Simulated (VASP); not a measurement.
A run of VASP 6.6.1:

File INCAR:

```
SYSTEM = CsSnI3
PREC     = Accurate       ! precision mode
ENCUT    = 520            ! plane-wave cutoff, eV
EDIFF    = 1E-6           ! SCF threshold, eV
ISMEAR   = 0              ! smearing method
SIGMA    = 0.01           ! smearing width, eV
LREAL    = .FALSE.        ! projectors in reciprocal space
LASPH    = .TRUE.         ! aspherical terms in the spheres
NELM     = 60             ! most SCF steps
ALGO     = Normal         ! electronic algorithm
ISIF     = 2              ! what is computed and relaxed
LWAVE    = .FALSE.        ! write WAVECAR
LCHARG   = .FALSE.        ! write CHGCAR
GGA      = PS             ! functional
NBANDS   = 30             ! bands
```

File KPOINTS:

```
Automatic mesh
0
G
  6 6 6
  0 0 0
```

Contents of POSCAR:

```
CsSnI3
1.0
    6.1954120886      0.0000000000      0.0000000000
    0.0000000000      6.1954120886      0.0000000000
    0.0000000000      0.0000000000      5.8887085198
Cs Sn I
1 1 3
Direct
    0.0000000000      0.0000000000      0.0000000000
    0.5000000000      0.5000000000      0.5000000000
    0.0000000000      0.5000000000      0.5000000000
    0.5000000000      0.0000000000      0.5000000000
    0.5000000000      0.5000000000      0.0000000000
```

Potentials or basis: VASP PAW PBE potentials, release 64 (Cs_sv, Sn_d, I).

Launch:

```sh
$ cat potpaw_PBE.64/Cs_sv/POTCAR potpaw_PBE.64/Sn_d/POTCAR potpaw_PBE.64/I/POTCAR > POTCAR
$ mpirun -np 1 vasp_std > vasp.out
```

Hardware: 1 thread of Intel(R) Xeon(R) 6975P-C (Granite Rapids) (shared host).

Task: Estimate the wall time of this run.

Result: Run time: 2.2 min on 1 thread of Intel(R) Xeon(R) 6975P-C (Granite Rapids) (shared host), peak memory 0.48 GiB. Counts: scf iterations 14, k points 40.
